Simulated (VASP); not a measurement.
# NbSi (NiAs type) (P6_3/mmc) in VASP: a series of runs

The runs below take NbSi (NiAs type) through single point, with PBE.

All numbers are computed with VASP 6.6.1; they aren't measurements. Logs are shortened: lines on timing, memory, paths and dates and some standing lists are left out, and cuts for length are marked.

## 1. The cell of the first run

Symmetry: P6_3/mmc, No. 194, hexagonal system. The conventional cell has a = 2.665 Å, b = 2.665 Å, c = 7.850 Å, α = 90.00°, β = 90.00°, γ = 120.00°. Nb (site symmetry -3m) has 6 Si at 2.49 Å and 6 Nb at 2.67 Å within 3.3 Å. Si (site symmetry -6m2) has 6 Nb at 2.49 Å and 6 Si at 2.67 Å within 3.3 Å.

## 2. Single point, PBE

Input file INCAR:

```
SYSTEM = NbSi
ALGO = Normal ; EDIFF = 1E-7
ENCUT = 520 ; GGA = PE
ISIF = 2 ; ISMEAR = -1
LASPH = .TRUE. ; LCHARG = .TRUE.
LELF = .TRUE. ; LREAL = .FALSE.
LVHAR = .TRUE. ; LWAVE = .FALSE.
NBANDS = 25 ; NELM = 100
PREC = Accurate ; SIGMA = 0.1
```

Input file KPOINTS:

```
k-points
0
G
  11 11 6
  0 0 0
```

Input file POSCAR:

```
NbSi
1.0
    2.6650431620      0.0000000000      0.0000000000
   -1.3325215810      2.3079950805      0.0000000000
    0.0000000000      0.0000000000      7.8504319036
Nb Si
2 2
Direct
    0.0000000000      0.0000000000      0.0000000000
    0.0000000000      0.0000000000      0.5000000000
    0.3333333333      0.6666666667      0.2500000000
    0.6666666667      0.3333333333      0.7500000000
```

Potentials or basis: VASP PAW PBE potentials, release 64 (Nb_sv, Si).

Command:

```
> cat potpaw_PBE.64/Nb_sv/POTCAR potpaw_PBE.64/Si/POTCAR > POTCAR
> mpirun -np 1 vasp_std > vasp.out
```

OUTCAR:

```text
SYSTEM = NbSi
   EDIFF = 1E-7
   ENCUT = 520
   GGA = PE
   ISIF = 2
   ISMEAR = -1
   LASPH = .TRUE.
   LREAL = .FALSE.
   NELM = 100
   PREC = Accurate

 ion  position               nearest neighbor table
   1  0.000  0.000  0.000-   3 2.49   4 2.49   4 2.49   3 2.49   4 2.49   3 2.49
   2  0.000  0.000  0.500-   3 2.49   4 2.49   4 2.49   3 2.49   4 2.49   3 2.49
   3  0.333  0.667  0.250-   1 2.49   2 2.49   1 2.49   2 2.49   1 2.49   2 2.49
   4  0.667  0.333  0.750-   1 2.49   2 2.49   1 2.49   2 2.49   1 2.49   2 2.49

  LATTYP: Found a hexagonal cell.
 ALAT       =     2.6650431620
 C/A-ratio  =     2.9457053512

  Lattice vectors:

 A1 = (   2.6650431620,   0.0000000000,   0.0000000000)
 A2 = (  -1.3325215810,   2.3079950805,   0.0000000000)
 A3 = (   0.0000000000,   0.0000000000,   7.8504319036)

Analysis of symmetry for initial positions (statically):
=====================================================================
 Subroutine PRICEL returns:
 Original cell was already a primitive cell.

 Routine SETGRP: Setting up the symmetry group for a
 hexagonal supercell.

 Subroutine GETGRP returns: Found 24 space group operations
 (whereof 12 operations were pure point group operations)
 out of a pool of 24 trial point group operations.

The static configuration has the point symmetry D_3d.
 The point group associated with its full space group is D_6h.

Analysis of symmetry for dynamics (positions and initial velocities):
=====================================================================
 Subroutine PRICEL returns:
 Original cell was already a primitive cell.

 Routine SETGRP: Setting up the symmetry group for a
 hexagonal supercell.

 Subroutine GETGRP returns: Found 24 space group operations
 (whereof 12 operations were pure point group operations)
 out of a pool of 24 trial point group operations.

The dynamic configuration has the point symmetry D_3d.
 The point group associated with its full space group is D_6h.

 Subroutine INISYM returns: Found 24 space group operations
 (whereof 12 operations are pure point group operations),
 and found     1 'primitive' translations

----------------------------------------------------------------------------------------

                                     Primitive cell

  volume of cell :      48.2873

  direct lattice vectors                    reciprocal lattice vectors
     2.665043162  0.000000000  0.000000000     0.375228444  0.216638243  0.000000000
    -1.332521581  2.307995081  0.000000000     0.000000000  0.433276487  0.000000000
[... 90 lines left out ...]
   LREAL  =      F    real-space projection
   EDIFFG = 0.1E-05   stopping-criterion for IOM
   NSW    =      0    number of steps for IOM
   IBRION =     -1    ionic relax: 0-MD 1-quasi-New 2-CG
   NFREE  =      0    steps in history (QN), initial steepest desc. (CG)
   ISIF   =      2    stress and relaxation
   ISYM   =      2    0-nonsym 1-usesym 2-fastsym
   POTIM  = 0.5000    time-step for ionic-motion
   TEBEG  =    0.0;   TEEND  =   0.0 temperature during run
   PSTRESS=    0.0 pullay stress
   NELECT =      34.0000    total number of electrons
   NUPDOWN=      -1.0000    fix difference up-down
   EMIN   =  10.00;   EMAX   =-10.00  energy-range for DOS
   EFERMI =   0.00;   METHOD = LEGACY
   ISMEAR =    -1;   SIGMA  =   0.10  broadening in eV -4-tet -1-fermi 0-gaus
   EFERMI_NEDOS =   21; number of points for ismear=-14 and -15
   IALGO  =     38    algorithm
   IMIX   =      4    mixing-type and parameters
     AMIX     =   0.40;   BMIX     =  1.00
     AMIX_MAG =   1.60;   BMIX_MAG =  1.00
  volume/ion in A,a.u.               =      12.07        81.46
  Fermi-wavevector in a.u.,A,eV,Ry     =   1.456432  2.752258 28.860603  2.121194
  Thomas-Fermi vector in A             =   2.573351
   LORBIT       =      0    0 simple, 1 ext, 2 COOP (PROOUT), +10 PAW based schemes
   GGA     = PE    functional components
   LHFCALC =     F    Hartree Fock is set to
   AEXX    =    0.0000 exact exchange contribution
   IVDW    =     0    specifies the selected vdW correction
   LEPSILON=     F    determine dielectric tensor
   LRPA    =     F    only Hartree local field effects (RPA)
 non-spin polarized calculation
  energy-cutoff  :      520.00
  volume of cell :       48.29
 maximum number of plane-waves:      1330
 NGX is ok and might be reduce to    20
   NGX =  9   NGY =  9   NGZ = 29

 number of electron      33.9999999 magnetization

 Free energy of the ion-electron system (eV)
  ---------------------------------------------------
  ext. energy  EPLUGINS =         0.00000000
  ---------------------------------------------------
  free energy    TOTEN  =       -29.28876434 eV

  energy without entropy =      -29.23893809  energy(sigma->0) =      -29.26385121

 E-fermi :  15.3852     XC(G=0): -13.3613

 val. band max:       15.3718483678   @ k =   0.0000   0.0000   0.0000
 cond. band min:      15.4213015401   @ k =   0.1818   0.1818   0.3333
 fundamental gap:      0.0494531724
 Fermi energy:        15.3851788592

 k-point     1 :       0.0000    0.0000    0.0000
  band No.  band energies     occupation
      1     -39.2262      2.00000
      2     -39.2217      2.00000
      3     -15.8337      2.00000
      4     -15.6922      2.00000
      5     -13.9924      2.00000
      6     -13.9924      2.00000
[... 661 lines left out ...]
     24      21.2908      0.00000
     25      22.0990      0.00000

 [... further k-points ...]

------------------------ aborting loop because EDIFF is reached ----------------------------------------

  FORCE on cell =-STRESS in cart. coord.  units (eV):
  Direction    XX          YY          ZZ          XY          YZ          ZX
  --------------------------------------------------------------------------------------
  -------------------------------------------------------------------------------------
  Total       25.4655758     25.4655758     25.4406917     -0.0000000      0.0000000      0.0000000
  in kB      844.9507690    844.9507690    844.1251142     -0.0000000      0.0000000      0.0000000
  external PRESSURE =     844.6755508 kB  Pullay stress =       0.0000000 kB

 VOLUME and BASIS-vectors are now :
 -----------------------------------------------------------------------------
  energy-cutoff  :      520.00
  volume of cell :       48.29
      direct lattice vectors                 reciprocal lattice vectors
     2.665043162  0.000000000  0.000000000     0.375228444  0.216638243  0.000000000
    -1.332521581  2.307995081  0.000000000     0.000000000  0.433276487  0.000000000
     0.000000000  0.000000000  7.850431904     0.000000000  0.000000000  0.127381527

 POSITION                                       TOTAL-FORCE (eV/Angst)
 -----------------------------------------------------------------------------------
      0.00000      0.00000      0.00000        -0.000000      0.000000      0.000000
      0.00000      0.00000      3.92522        -0.000000      0.000000      0.000000
     -0.00000      1.53866      1.96261        -0.000000      0.000000     -0.000000
      1.33252      0.76933      5.88782         0.000000     -0.000000      0.000000
 -----------------------------------------------------------------------------------
    total drift:                                0.000000      0.000000      0.000000

  FREE ENERGIE OF THE ION-ELECTRON SYSTEM (eV)
  ---------------------------------------------------
  free  energy   TOTEN  =       -29.2887643396 eV

  energy  without entropy=      -29.2389380861  energy(sigma->0) =      -29.26385121
```

It took 2.4 min on 1 thread of Intel Xeon 8259CL, shared host; peak memory 0.2 GiB.

What came out:

| Property | Result |
| --- | --- |
| Free energy | -29.2888 eV |
| Pressure | 84.5 GPa |
| Band gap on the k mesh | zero (bands 17 and 18 overlap by 3.00 eV) |

Levels at points of the mesh, in eV from the Fermi level:
| k point | band 13 | band 14 | band 15 | band 16 | band 17 | band 18 | band 19 | band 20 | band 21 | band 22 |
| --- | --- | --- | --- | --- | --- | --- | --- | --- | --- | --- |
| (0.00, 0.00, 0.00) | -2.48 | -2.17 | -0.15 | -0.15 | -0.01 | -0.01 | 2.76 | 2.76 | 3.56 | 3.56 |
| (0.00, 0.00, 0.50) | -2.45 | -2.45 | -0.08 | -0.08 | -0.08 | -0.08 | 3.12 | 3.12 | 3.12 | 3.12 |

Caveat: the cell stands under pressure.

## 3. Single point, PBE

Input file INCAR:

```
PREC = Accurate ; ENCUT = 520
EDIFF = 1E-7 ; ISMEAR = -1
SIGMA = 0.1 ; LREAL = F
LASPH = T ; NELM = 100
ALGO = Normal ; ISIF = 2
LWAVE = F ; LCHARG = F
GGA = PE ; NBANDS = 25
```

Input file KPOINTS:

```
regular mesh
0
Gamma
  11 11 6
```

POSCAR is that of step 2.

Potentials or basis: VASP PAW PBE potentials, release 64 (Nb_sv, Si).

Command:

```
> cat potpaw_PBE.64/Nb_sv/POTCAR potpaw_PBE.64/Si/POTCAR > POTCAR
> mpirun -np 1 vasp_std > vasp.out
```

It took 2 min on 1 thread of Intel Xeon 8259CL, shared host; peak memory 0.2 GiB.

The run converged. Its results:

- Free energy: -29.2888 eV
- Pressure: 84.5 GPa
- Band gap on the k mesh: zero (bands 17 and 18 overlap by 3.00 eV)

Stress tensor (GPa, compression positive):
```
84.50  0.00  0.00
 0.00 84.50  0.00
 0.00  0.00 84.41
```

Levels at points of the mesh, in eV from the Fermi level:
```
           k point  band 15  band 16  band 17  band 18  band 19  band 20
(0.00, 0.00, 0.00)    -0.15    -0.15    -0.01    -0.01     2.76     2.76
(0.00, 0.00, 0.50)    -0.08    -0.08    -0.08    -0.08     3.12     3.12
```

Caveat: the cell stands under pressure.

The gap in the log of VASP goes by the Fermi energy; the results here count the filled bands.